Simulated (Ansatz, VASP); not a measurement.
Pd2Pt: VASP beside Ansatz

Contents of INCAR:

```
  PREC = Accurate
  ENCUT = 520
  EDIFF = 1E-7
  ISMEAR = 0
  SIGMA = 0.1
  LREAL = False
  LASPH = True
  NELM = 100
  ALGO = Fast
  ISIF = 2
  LWAVE = False
  LCHARG = False
  GGA = PE
  NBANDS = 22
```

Contents of KPOINTS:

```
regular mesh
0
Gamma
  6 6 6
```

POSCAR

```
Pd2Pt
1.0
    4.0932621000      0.0000000000      0.0000000000
   -2.0466310500      3.5448689600      0.0000000000
    0.0000000000      0.0000000000      3.6097181300
Pd Pt
2 1
Direct
    0.3333333300      0.6666666700      0.0000000000
    0.6666666700      0.3333333300      0.0000000000
    0.0000000000      0.0000000000      0.5000000000
```

Input for Ansatz:

```yaml
crystal:
  lattice:
    - [4.0932621, 0.0, 0.0]
    - [-2.04663105, 3.54486896, 0.0]
    - [0.0, 0.0, 3.60971813]
  atoms:
    - { symbol: Pd, position: [0.33333333, 0.66666667, 0.0] }
    - { symbol: Pd, position: [0.66666667, 0.33333333, 0.0] }
    - { symbol: Pt, position: [0.0, 0.0, 0.5] }
basis:
  ecutwfc: 420
kpoints:
  mp_grid: { grid: [6, 6, 6] }
hamiltonian:
  xc: pbe
scf:
  occupations: { method: gaussian, width: 0.1 }
  lower_state_search: "off"
output:
  forces: true
  stress: true
  eigenvalues: true
```

Alike in both runs: task single point; functional PBE; k mesh 6 × 6 × 6; occupations gaussian, width 0.1 eV; no spin polarisation.

|  | VASP | Ansatz |
| --- | --- | --- |
| version | VASP 6.6.1 | Ansatz 0.2.0 |
| potentials or method | VASP PAW PBE potentials, release 64 (Pd, Pt), cutoff 520 eV | scalar-relativistic, plane waves, PAW |
| valence electrons in the cell | 30 | 54 |

```tsv
	VASP	Ansatz	Ansatz less VASP
gap on the k mesh at the Fermi level (eV)	none	none	-
pressure (GPa)	3.0	3.6	+0.64
traceless stress, the component that is largest in VASP (GPa)	-20.92	-21.42	-0.502
```

A gap of «none» marks a metal or a gap that the smearing closes. The functional is the same, so the differences come from potentials, cutoffs and numerics. VASP's potentials hold 30 valence electrons a cell and Ansatz's 54, so a difference there can come from the potentials and not from the codes.

Spin-orbit coupling is off throughout.
